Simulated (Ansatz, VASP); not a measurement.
Na in VASP and in Ansatz

Contents of POSCAR:

```
Na
1.0
   -2.1125000000      2.1125000000      2.1125000000
    2.1125000000     -2.1125000000      2.1125000000
    2.1125000000      2.1125000000     -2.1125000000
Na
1
Direct
    0.0000000000      0.0000000000      0.0000000000
```

File INCAR.step1:

```
PREC = Accurate ; ENCUT = 520
ISMEAR = 1 ; SIGMA = 0.3
LREAL = False ; LASPH = True
NELM = 60 ; NBANDS = 10
GGA = PE ; ALGO = Normal
EDIFF = 1E-4 ; LWAVE = True
LCHARG = False
```

Contents of INCAR.step2:

```
PREC = Accurate ; ENCUT = 520
EDIFF = 1E-6 ; ISMEAR = 1
SIGMA = 0.3 ; LREAL = False
LASPH = True ; NELM = 60
ALGO = Normal ; ISIF = 2
LWAVE = False ; LCHARG = False
METAGGA = R2SCAN ; LMIXTAU = True
NBANDS = 10 ; ISTART = 1
```

KPOINTS

```
regular mesh
0
Gamma
  11 11 11
```

Input for Ansatz:

```yaml
crystal:
  lattice:
    - [-2.1125, 2.1125, 2.1125]
    - [2.1125, -2.1125, 2.1125]
    - [2.1125, 2.1125, -2.1125]
  atoms:
    - { symbol: Na, position: [0.0, 0.0, 0.0] }
hamiltonian:
  xc: r2scan
  pseudopotentials:
    kind: paw
    azcp:
      Na: "pseudopotentials/Na.paw.azcp"
basis:
  ecutwfc: 500
  fft_grid_basis: typed
kpoints:
  mp_grid: { grid: [11, 11, 11], shift: [0, 0, 0] }
magnetization:
  spin_polarized: false
scf:
  occupations: { method: cold, width: 0.3 }
  lower_state_search: "off"
output:
  stress: true
```

Alike in both runs: task single point; functional r2SCAN; k mesh 11 × 11 × 11; no spin polarisation.

|  | VASP | Ansatz |
| --- | --- | --- |
| version | VASP 6.6.1 | Ansatz 0.2.0 |
| potentials or method | VASP PAW PBE potentials, release 64 (Na_pv), cutoff 520 eV | plane waves (500 eV) with PAW, scalar-relativistic |
| occupations | methfessel-paxton of order 1, width 0.3 eV | cold, width 0.3 eV |
| valence electrons in the cell | 7 | 9 |

|  | VASP | Ansatz | Ansatz less VASP |
| --- | --- | --- | --- |
| pressure (GPa) | 0.1 | 0.0 | -0.09 |

VASP's potentials were made for PBE, not for r2SCAN. VASP's potentials hold 7 valence electrons a cell and Ansatz's 9, so a difference there can come from the potentials and not from the codes.
